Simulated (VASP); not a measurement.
CdSe, 2 atoms in the cell. The structure is orthorhombic, space group Imm2 (No. 44). The conventional cell has a = 4.248 Å, b = 4.429 Å, c = 6.136 Å, α = 90.00°, β = 90.00°, γ = 90.00°. Cd (site symmetry mm2) has 4 Se at 2.65 to 2.66 Å within 3.5 Å. Within 3.5 Å of Se (site symmetry mm2) lie 4 Cd at 2.65 to 2.66 Å.  This cell differs from its parent crystal: shear xy strain -4.2%.

* Program: VASP 6.6.1
* Task: single point
* Functional: r2SCAN
* Potentials or basis: VASP PAW PBE potentials, release 64 (Cd, Se)
* Cutoff: 520 eV
* k mesh: 8 × 8 × 8
* Occupations: gaussian, width 0.01 eV
* Spin: no spin polarisation
* Dipole correction: no
* Further INCAR settings: ALGO = Normal; EDIFF = 1e-06; NBANDS = 16

Potentials or basis: VASP PAW PBE potentials, release 64 (Cd, Se).

Launch:

```bash
$ cat potpaw_PBE.64/Cd/POTCAR potpaw_PBE.64/Se/POTCAR > POTCAR
$ cp INCAR.step1 INCAR
$ mpirun -np 1 vasp_std > vasp.out
$ cp INCAR.step2 INCAR
$ mpirun -np 1 vasp_std > vasp.out
```

Hardware: 1 thread of Intel(R) Xeon(R) Platinum 8559C (Emerald Rapids), with other jobs on the host.

Question: Estimate the wall time of this run.

Answer: Run time: 110 s on 1 thread of Intel(R) Xeon(R) Platinum 8559C (Emerald Rapids), on a shared host, peak memory 0.24 GiB. Counts: k points 95.
